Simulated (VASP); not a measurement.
Here is a VASP 6.6.1 calculation.

Contents of INCAR:

```
PREC     = Accurate       # precision mode
ENCUT    = 600            # plane-wave cutoff, eV
EDIFF    = 1E-6           # SCF threshold, eV
ISMEAR   = 0              # smearing method
SIGMA    = 0.02           # smearing width, eV
LREAL    = False          # projectors in reciprocal space
LASPH    = True           # aspherical terms in the spheres
NELM     = 80             # most SCF steps
ALGO     = Normal         # electronic algorithm
ISIF     = 3              # what is computed and relaxed
LWAVE    = False          # write WAVECAR
LCHARG   = False          # write CHGCAR
GGA      = PE             # functional
IBRION   = 2              # ionic algorithm
NSW      = 80             # ionic steps
EDIFFG   = -0.01          # ionic threshold
```

File KPOINTS:

```
Automatic mesh
0
Gamma
  12 12 2
```

POSCAR

```
WS2
1.0
    3.2314185602      0.0000000000      0.0000000000
   -1.6157092801      2.7984905634      0.0000000000
    0.0000000000      0.0000000000     15.0234827797
W S
2 4
Direct
    0.6666666667      0.3333333333      0.2500000000
    0.3333333333      0.6666666667      0.7500000000
    0.6666666667      0.3333333333      0.6444803424
    0.3333333333      0.6666666667      0.3555196576
    0.6666666667      0.3333333333      0.8555196576
    0.3333333333      0.6666666667      0.1444803424
```

Potentials or basis: VASP PAW PBE potentials, release 64 (W_sv, S).

Run with:

```sh
$ cat potpaw_PBE.64/W_sv/POTCAR potpaw_PBE.64/S/POTCAR > POTCAR
$ mpirun -np 1 vasp_std > vasp.out
```

**Question.** Predict the relaxed cell.

**Answer.** a = 3.187 Å, b = 3.187 Å, c = 14.938 Å, α = 90.00°, β = 90.00°, γ = 120.00°.

**Question.** Predict the space group after relaxing (to 0.05 Å).

**Answer.** P6_3/mmc (No. 194).

The path:
```tsv
step	energy change (eV)	largest force (eV/Å)	pressure (GPa)	volume (Å³)
1	0.0000	0.5403	-4.32	135.86
2	0.2258	1.6283	10.49	124.22
3	-0.0644	0.0839	-0.22	131.96
4	-0.0645	0.0974	-0.14	131.89
5	-0.0677	0.0065	0.00	131.40
```

Caveat: this functional lacks dispersion, which binds the layers, so the pressure and a relaxed spacing across them are unreliable.
